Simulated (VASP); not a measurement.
Si4Sn, 10 atoms in the cell. The structure is tetragonal, space group I4_1/a (No. 88). Conventional cell: a = 8.900 Å, b = 8.900 Å, c = 5.649 Å, α = 90.00°, β = 90.00°, γ = 90.00°. Si (site symmetry 1) has 3 Si at 2.34 to 2.35 Å and 1 Sn at 2.59 Å within 3.1 Å. Sn (site symmetry -4) has 4 Si at 2.59 Å within 3.4 Å.  This cell differs from its parent crystal: volume scaled by 0.97.

| Item | Value |
| --- | --- |
| Program | VASP 6.6.1 |
| Task | relaxation of shape and atoms at fixed volume |
| Functional | PBE |
| Potentials or basis | VASP PAW PBE potentials, release 64 (Si, Sn_d) |
| Cutoff | 500 eV |
| k mesh | 6 × 6 × 6 |
| Occupations | gaussian, width 0.02 eV |
| Spin | no spin polarisation |
| Dipole correction | no |
| Further INCAR settings | ALGO = Normal; EDIFF = 1e-07; IBRION = 2; EDIFFG = -0.01; NSW = 50; ISIF = 4 |

Potentials or basis: VASP PAW PBE potentials, release 64 (Si, Sn_d).

The run is started by

```console
$ cat potpaw_PBE.64/Si/POTCAR potpaw_PBE.64/Sn_d/POTCAR > POTCAR
$ mpirun -np 1 vasp_std > vasp.out
```

Hardware: 1 thread of Intel Xeon 8259CL, with other jobs on the host.

Q: How long does it take, and how much memory?

A: Run time: 15 min on 1 thread of Intel Xeon 8259CL (shared host), peak memory 0.5 GiB. Counts: scf iterations 22, k points 36, ion steps 2.
